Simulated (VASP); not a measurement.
# Mo (Im-3m) in VASP: a series of runs

Runs on Mo. Level: r2SCAN. Tasks: single point.

Program: VASP 6.6.1. These are calculated values, not measurements. Logs are shortened: lines on timing, memory, paths and dates and some standing lists are left out, and cuts for length are marked.

### Step 1. The cell of the first run

The structure is cubic, space group Im-3m (No. 229). The conventional cell has a = 3.163 Å, b = 3.163 Å, c = 3.163 Å, α = 90.00°, β = 90.00°, γ = 90.00°. Mo (site symmetry m-3m) has 14 Mo at 2.74 to 3.16 Å within 3.6 Å.

### Step 2. Single point, r2SCAN

The input, POSCAR:

```
Mo
1.0
   -1.5816602142      1.5816602142      1.5816602142
    1.5816602142     -1.5816602142      1.5816602142
    1.5816602142      1.5816602142     -1.5816602142
Mo
1
Direct
    0.0000000000      0.0000000000      0.0000000000
```

The input, INCAR.step1:

```
SYSTEM = Mo
PREC     = Accurate       ! precision mode
ENCUT    = 520            ! plane-wave cutoff, eV
ISMEAR   = 0              ! smearing method
SIGMA    = 0.05           ! smearing width, eV
LREAL    = .False.        ! projectors in reciprocal space
LASPH    = .True.         ! aspherical terms in the spheres
NELM     = 100            ! most SCF steps
NBANDS   = 13             ! bands
GGA      = PE             ! functional
ALGO     = Normal         ! electronic algorithm
EDIFF    = 1E-4           ! SCF threshold, eV
LWAVE    = .True.         ! write WAVECAR
LCHARG   = .False.        ! write CHGCAR
```

The input, INCAR.step2:

```
SYSTEM = Mo
PREC     = Accurate       ! precision mode
ENCUT    = 520            ! plane-wave cutoff, eV
EDIFF    = 1E-6           ! SCF threshold, eV
ISMEAR   = 0              ! smearing method
SIGMA    = 0.05           ! smearing width, eV
LREAL    = .False.        ! projectors in reciprocal space
LASPH    = .True.         ! aspherical terms in the spheres
NELM     = 100            ! most SCF steps
ALGO     = Normal         ! electronic algorithm
ISIF     = 2              ! what is computed and relaxed
LWAVE    = .False.        ! write WAVECAR
LCHARG   = .False.        ! write CHGCAR
METAGGA  = R2SCAN         ! meta-GGA
LMIXTAU  = .True.       
NBANDS   = 13             ! bands
ISTART   = 1
```

The input, KPOINTS:

```
Automatic mesh
0
Gamma
  20 20 20
  0 0 0
```

Potentials or basis: VASP PAW PBE potentials, release 64 (Mo_sv).

Run with:

```
cat potpaw_PBE.64/Mo_sv/POTCAR > POTCAR
cp INCAR.step1 INCAR
mpirun -np 1 vasp_std > vasp.out
cp INCAR.step2 INCAR
mpirun -np 1 vasp_std > vasp.out
```

OUTCAR:

```text
SYSTEM = Mo
   PREC = Accurate
   ENCUT = 520
   EDIFF = 1E-6
   ISMEAR = 0
   LREAL = .False.
   LASPH = .True.
   NELM = 100
   ISIF = 2
   METAGGA = R2SCAN
   ISTART = 1

 ion  position               nearest neighbor table
   1  0.000  0.000  0.000-

  LATTYP: Found a body centered cubic cell.
 ALAT       =     3.1633204284

  Lattice vectors:

 A1 = (  -1.5816602142,   1.5816602142,   1.5816602142)
 A2 = (   1.5816602142,  -1.5816602142,   1.5816602142)
 A3 = (   1.5816602142,   1.5816602142,  -1.5816602142)

Analysis of symmetry for initial positions (statically):
=====================================================================
 Subroutine PRICEL returns:
 Original cell was already a primitive cell.

 Routine SETGRP: Setting up the symmetry group for a
 body centered cubic supercell.

 Subroutine GETGRP returns: Found 48 space group operations
 (whereof 48 operations were pure point group operations)
 out of a pool of 48 trial point group operations.

The static configuration has the point symmetry O_h .

Analysis of symmetry for dynamics (positions and initial velocities):
=====================================================================
 Subroutine PRICEL returns:
 Original cell was already a primitive cell.

 Routine SETGRP: Setting up the symmetry group for a
 body centered cubic supercell.

 Subroutine GETGRP returns: Found 48 space group operations
 (whereof 48 operations were pure point group operations)
 out of a pool of 48 trial point group operations.

The dynamic configuration has the point symmetry O_h .

 Subroutine INISYM returns: Found 48 space group operations
 (whereof 48 operations are pure point group operations),
 and found     1 'primitive' translations

----------------------------------------------------------------------------------------

                                     Primitive cell

  volume of cell :      15.8270

  direct lattice vectors                    reciprocal lattice vectors
    -1.581660214  1.581660214  1.581660214     0.000000000  0.316123524  0.316123524
     1.581660214 -1.581660214  1.581660214     0.316123524  0.000000000  0.316123524
     1.581660214  1.581660214 -1.581660214     0.316123524  0.316123524  0.000000000

  length of vectors
     2.739515851  2.739515851  2.739515851     0.447066174  0.447066174  0.447066174

  position of ions in fractional coordinates (direct lattice)
     0.000000000  0.000000000  0.000000000

  ion indices of the primitive-cell ions
   primitive index   ion index
                 1           1

----------------------------------------------------------------------------------------

 KPOINTS: Automatic mesh

Automatic generation of k-mesh.
 Grid dimensions read from file:
 generate k-points for:   20   20   20

 Generating k-lattice:

  Cartesian coordinates                     Fractional coordinates (reciprocal lattice)
     0.000000000  0.015806176  0.015806176     0.050000000  0.000000000  0.000000000
     0.015806176  0.000000000  0.015806176     0.000000000  0.050000000  0.000000000
     0.015806176  0.015806176  0.000000000     0.000000000  0.000000000  0.050000000

  Length of vectors
     0.022353309  0.022353309  0.022353309

  Shift w.r.t. Gamma in fractional coordinates (k-lattice)
     0.000000000  0.000000000  0.000000000

 Subroutine IBZKPT returns following result:
 ===========================================

 Found    256 irreducible k-points:

 Following reciprocal coordinates:
            Coordinates               Weight
  0.000000  0.000000  0.000000      1.000000
  0.050000  0.000000  0.000000     12.000000
  0.100000  0.000000  0.000000     12.000000
  0.150000  0.000000  0.000000     12.000000
  0.200000  0.000000  0.000000     12.000000
  0.250000  0.000000  0.000000     12.000000
[... 16 lines left out ...]
  0.200000  0.100000  0.000000     48.000000
  0.250000  0.100000 -0.000000     48.000000
 [... further k-points ...]
   k-points           NKPTS =    256   k-points in BZ     NKDIM =    256   number of bands    NBANDS=     13
   number of dos      NEDOS =    301   number of ions     NIONS =      1
   total plane-waves  NPLWV =   8000
   dimension x,y,z NGX =    20 NGY =   20 NGZ =   20
   dimension x,y,z NGXF=    40 NGYF=   40 NGZF=   40
   ions per type =               1
   NGX,Y,Z   is equivalent  to a cutoff of  12.14, 12.14, 12.14 a.u.
   NGXF,Y,Z  is equivalent  to a cutoff of  24.27, 24.27, 24.27 a.u.
 SYSTEM =  Mo
   PREC   = accura    normal or accurate (medium, high low for compatibility)
   ISTART =      1    job   : 0-new  1-cont  2-samecut
   ICHARG =      0    charge: 1-file 2-atom 10-const
   ISPIN  =      1    spin polarized calculation?
   LNONCOLLINEAR =      F non collinear calculations
   LSORBIT =      F    spin-orbit coupling
   LASPH  =      T    aspherical Exc in radial PAW
   ENCUT  =  520.0 eV  38.22 Ry    6.18 a.u.   5.09  5.09  5.09*2*pi/ulx,y,z
   NELM   =    100;   NELMIN=  2; NELMDL=  0     # of ELM steps
   EDIFF  = 0.1E-05   stopping-criterion for ELM
   LREAL  =      F    real-space projection
   EDIFFG = 0.1E-04   stopping-criterion for IOM
   NSW    =      0    number of steps for IOM
   IBRION =     -1    ionic relax: 0-MD 1-quasi-New 2-CG
   NFREE  =      0    steps in history (QN), initial steepest desc. (CG)
   ISIF   =      2    stress and relaxation
   ISYM   =      2    0-nonsym 1-usesym 2-fastsym
   POTIM  = 0.5000    time-step for ionic-motion
   TEBEG  =    0.0;   TEEND  =   0.0 temperature during run
   PSTRESS=    0.0 pullay stress
   NELECT =      14.0000    total number of electrons
   NUPDOWN=      -1.0000    fix difference up-down
   EMIN   =  10.00;   EMAX   =-10.00  energy-range for DOS
   EFERMI =   0.00;   METHOD = LEGACY
   ISMEAR =     0;   SIGMA  =   0.05  broadening in eV -4-tet -1-fermi 0-gaus
   EFERMI_NEDOS =   21; number of points for ismear=-14 and -15
   IALGO  =     38    algorithm
   IMIX   =      4    mixing-type and parameters
     AMIX     =   0.40;   BMIX     =  1.00
     AMIX_MAG =   1.60;   BMIX_MAG =  1.00
  volume/ion in A,a.u.               =      15.83       106.81
  Fermi-wavevector in a.u.,A,eV,Ry     =   1.571512  2.969727 33.601621  2.469649
  Thomas-Fermi vector in A             =   2.673085
   LORBIT       =      0    0 simple, 1 ext, 2 COOP (PROOUT), +10 PAW based schemes
   METAGGA = R2SCAN    functional components
   LHFCALC =     F    Hartree Fock is set to
   AEXX    =    0.0000 exact exchange contribution
   IVDW    =     0    specifies the selected vdW correction
   LEPSILON=     F    determine dielectric tensor
   LRPA    =     F    only Hartree local field effects (RPA)
 non-spin polarized calculation
 Gauss-broadening in eV      SIGMA  =   0.05
  energy-cutoff  :      520.00
  volume of cell :       15.83
 maximum number of plane-waves:       438
   NGX = 11   NGY = 11   NGZ = 11

 number of electron      14.0000004 magnetization

 Free energy of the ion-electron system (eV)
  ---------------------------------------------------
  ext. energy  EPLUGINS =         0.00000000
  ---------------------------------------------------
  free energy    TOTEN  =       -26.08011123 eV

  energy without entropy =      -26.07964784  energy(sigma->0) =      -26.07987954

 E-fermi :  12.3883     XC(G=0): -14.5585

 val. band max:       12.3830682282   @ k =  -0.4500   0.5000   0.0500
 cond. band min:      12.4182252301   @ k =  -0.3000   0.3000   0.3000
 fundamental gap:      0.0351570020
 Fermi energy:        12.3882766575

 k-point     1 :       0.0000    0.0000    0.0000
  band No.  band energies     occupation
      1     -50.8747      2.00000
      2     -23.3759      2.00000
      3     -23.3759      2.00000
      4     -23.3759      2.00000
      5       4.7268      2.00000
      6      10.9494      2.00000
      7      10.9494      2.00000
      8      10.9494      2.00000
      9      14.2402      0.00000
     10      14.2402      0.00000
     11      27.8281      0.00000
     12      27.8281      0.00000
     13      27.8281      0.00000

 k-point     2 :       0.0500    0.0000    0.0000
  band No.  band energies     occupation
      1     -50.8680      2.00000
      2     -23.4140      2.00000
      3     -23.3876      2.00000
      4     -23.3762      2.00000
      5       4.8424      2.00000
      6      10.8837      2.00000
      7      10.9385      2.00000
      8      11.0564      2.00000
      9      14.1403      0.00000
     10      14.2409      0.00000
     11      27.9144      0.00000
     12      28.0218      0.00000
     13      28.0508      0.00000

 k-point     3 :       0.1000    0.0000    0.0000
  band No.  band energies     occupation
      1     -50.8486      2.00000
      2     -23.5236      2.00000
      3     -23.4213      2.00000
      4     -23.3770      2.00000
      5       5.1759      2.00000
      6      10.6985      2.00000
      7      10.8941      2.00000
      8      11.3735      2.00000
      9      13.9045      0.00000
     10      14.2469      0.00000
     11      28.1303      0.00000
     12      28.5892      0.00000
     13      28.6218      0.00000
[... 305 lines left out ...]
 k-point    23 :       0.2000    0.1000    0.0000
  band No.  band energies     occupation
      1     -50.7235      2.00000
      2     -24.1665      2.00000
      3     -23.6155      2.00000
      4     -23.4292      2.00000
      5       7.0988      2.00000
      6       9.7980      2.00000
      7      10.3149      2.00000
      8      13.3699      0.00000
      9      13.9526      0.00000
     10      14.6472      0.00000
     11      28.1424      0.00000
     12      29.0058      0.00000
     13      31.4593      0.00000

 k-point    24 :       0.2500    0.1000   -0.0000
  band No.  band energies     occupation
      1     -50.6823      2.00000
      2     -24.3604      2.00000
      3     -23.6972      2.00000
      4     -23.4333      2.00000
      5       7.3950      2.00000
      6       9.4982      2.00000
      7      10.5982      2.00000
      8      13.5382      0.00000
      9      14.7120      0.00000
     10      15.0231      0.00000
     11      27.2185      0.00000
     12      28.1581      0.00000
     13      32.6461      0.00000

 [... further k-points ...]

------------------------ aborting loop because EDIFF is reached ----------------------------------------

  FORCE on cell =-STRESS in cart. coord.  units (eV):
  Direction    XX          YY          ZZ          XY          YZ          ZX
  --------------------------------------------------------------------------------------
  -------------------------------------------------------------------------------------
  Total       -0.2076217     -0.2076217     -0.2076217      0.0000000      0.0000000      0.0000000
  in kB      -21.0176339    -21.0176339    -21.0176339      0.0000000      0.0000000      0.0000000
  external PRESSURE =     -21.0176339 kB  Pullay stress =       0.0000000 kB

 VOLUME and BASIS-vectors are now :
 -----------------------------------------------------------------------------
  energy-cutoff  :      520.00
  volume of cell :       15.83
      direct lattice vectors                 reciprocal lattice vectors
    -1.581660214  1.581660214  1.581660214     0.000000000  0.316123524  0.316123524
     1.581660214 -1.581660214  1.581660214     0.316123524  0.000000000  0.316123524
     1.581660214  1.581660214 -1.581660214     0.316123524  0.316123524  0.000000000

 POSITION                                       TOTAL-FORCE (eV/Angst)
 -----------------------------------------------------------------------------------
      0.00000      0.00000      0.00000         0.000000      0.000000      0.000000
 -----------------------------------------------------------------------------------
    total drift:                                0.000000     -0.000000      0.000000

  FREE ENERGIE OF THE ION-ELECTRON SYSTEM (eV)
  ---------------------------------------------------
  free  energy   TOTEN  =       -26.0801112320 eV

  energy  without entropy=      -26.0796478424  energy(sigma->0) =      -26.07987954
```

Run time: 74 s. Hardware: 1 thread of AMD EPYC 9R45 (Zen 5), shared host; peak memory 0.13 GiB.

What came out:

- Free energy: -26.0801 eV
- Pressure: -2.1 GPa
- Band gap on the k mesh: zero (band 7 reaches 16.42 eV, above the bottom of band 8 at 10.95 eV)

Caveat: the PAW data sets were made with another functional, which shifts forces and pressure a little.

### Step 3. Single point, r2SCAN (volume scaled by 1.020)

The input, POSCAR:

```
Mo
1.0
   -1.5858436740      1.5858436740      1.5858436740
    1.5858436740     -1.5858436740      1.5858436740
    1.5858436740      1.5858436740     -1.5858436740
Mo
1
Direct
    0.0000000000      0.0000000000      0.0000000000
```

The input, INCAR.step1:

```
PREC = Accurate ; ENCUT = 520
ISMEAR = 0 ; SIGMA = 0.05
LREAL = F ; LASPH = T
NELM = 60 ; NBANDS = 13
GGA = PE ; ALGO = Normal
EDIFF = 1E-4 ; LWAVE = T
LCHARG = F
```

The input, INCAR.step2:

```
PREC = Accurate ; ENCUT = 520
EDIFF = 1E-6 ; ISMEAR = 0
SIGMA = 0.05 ; LREAL = F
LASPH = T ; NELM = 60
ALGO = Normal ; ISIF = 2
LWAVE = F ; LCHARG = F
METAGGA = R2SCAN ; LMIXTAU = T
NBANDS = 13 ; ISTART = 1
```

The input, KPOINTS:

```
regular mesh
0
Gamma
  20 20 20
```

Potentials or basis: VASP PAW PBE potentials, release 64 (Mo_sv).

Run with:

```
cat potpaw_PBE.64/Mo_sv/POTCAR > POTCAR
cp INCAR.step1 INCAR
mpirun -np 1 vasp_std > vasp.out
cp INCAR.step2 INCAR
mpirun -np 1 vasp_std > vasp.out
```

Wall time 78 s (1 thread of AMD EPYC 9R45 (Zen 5), shared host); peak memory 0.13 GiB.

It converged, with:

- Free energy: -26.0777 eV
- Pressure: -4.2 GPa
- Band gap on the k mesh: zero (band 7 reaches 16.25 eV, above the bottom of band 8 at 10.84 eV)

Levels at points of the mesh, in eV from the Fermi level:
```csv
k point,band 5,band 6,band 7,band 8,band 9,band 10
"(0.00, 0.00, 0.00)",-7.63,-1.42,-1.42,-1.42,1.84,1.84
"(0.50, 0.00, 0.00)",-5.51,-3.52,1.46,1.81,2.49,4.75
"(0.50, 0.50, 0.50)",-5.52,-5.52,3.99,3.99,3.99,9.27
```

Caveat: the PAW data sets were made with another functional, which shifts forces and pressure a little.

### Step 4. Single point, r2SCAN (volume scaled by 1.040)

The input, POSCAR:

```
Mo
1.0
   -1.5961416488      1.5961416488      1.5961416488
    1.5961416488     -1.5961416488      1.5961416488
    1.5961416488      1.5961416488     -1.5961416488
Mo
1
Direct
    0.0000000000      0.0000000000      0.0000000000
```

The input, INCAR.step1:

```
ALGO = Normal
EDIFF = 1E-4
ENCUT = 520
GGA = PE
ISMEAR = 0
LASPH = T
LCHARG = F
LREAL = F
LWAVE = T
NBANDS = 13
NELM = 80
PREC = Accurate
SIGMA = 0.05
```

The input, INCAR.step2:

```
ALGO = Normal
EDIFF = 1E-6
ENCUT = 520
ISIF = 2
ISMEAR = 0
ISTART = 1
LASPH = T
LCHARG = T
LELF = T
LMIXTAU = T
LREAL = F
LVHAR = T
LWAVE = F
METAGGA = R2SCAN
NBANDS = 13
NELM = 80
PREC = Accurate
SIGMA = 0.05
```

The input, KPOINTS:

```
k-points
0
Gamma
  20 20 20
```

Run with:

```
cat potpaw_PBE.64/Mo_sv/POTCAR > POTCAR
cp INCAR.step1 INCAR
mpirun -np 1 vasp_std > vasp.out
cp INCAR.step2 INCAR
mpirun -np 1 vasp_std > vasp.out
```

Run time: 1.7 min. Hardware: 1 thread of AMD EPYC 9R45 (Zen 5), shared host; peak memory 0.15 GiB.

The run converged. Its results:

* Free energy: -26.0648 eV
* Pressure: -9.0 GPa
* Band gap on the k mesh: zero (band 7 reaches 15.83 eV, above the bottom of band 8 at 10.57 eV)

Levels at points of the mesh, in eV from the Fermi level:
| k point | band 4 | band 5 | band 6 | band 7 | band 8 | band 9 | band 10 | band 11 |
| --- | --- | --- | --- | --- | --- | --- | --- | --- |
| (0.00, 0.00, 0.00) | -35.82 | -7.56 | -1.38 | -1.38 | -1.38 | 1.81 | 1.81 | 15.41 |
| (0.50, 0.00, 0.00) | -35.83 | -5.38 | -3.42 | 1.40 | 1.77 | 2.44 | 4.62 | 11.59 |
| (0.50, 0.50, 0.50) | -36.73 | -5.36 | -5.36 | 3.88 | 3.88 | 3.88 | 9.13 | 9.13 |

Caveat: the PAW data sets were made with another functional, which shifts forces and pressure a little.

### Step 5. Summary

| cell | gap on the mesh (eV) | pressure (GPa) |
| --- | --- | --- |
| a = 2.740 Å, angles 109.5°, 1 atom | none | -2.1 |
| a = 2.747 Å, angles 109.5°, 1 atom | none | -4.2 |
| a = 2.765 Å, angles 109.5°, 1 atom | none | -9.0 |

Alike in all rows: task single point; level r2SCAN; potentials or basis VASP PAW PBE potentials, release 64 (Mo_sv); no spin polarisation; k mesh 20 × 20 × 20; cutoff (eV) 520; smearing gaussian 0.05 eV.

Caveats: the PAW data sets were made with another functional, which shifts forces and pressure a little.

Absolute energies hang on the potentials; compare differences alone.
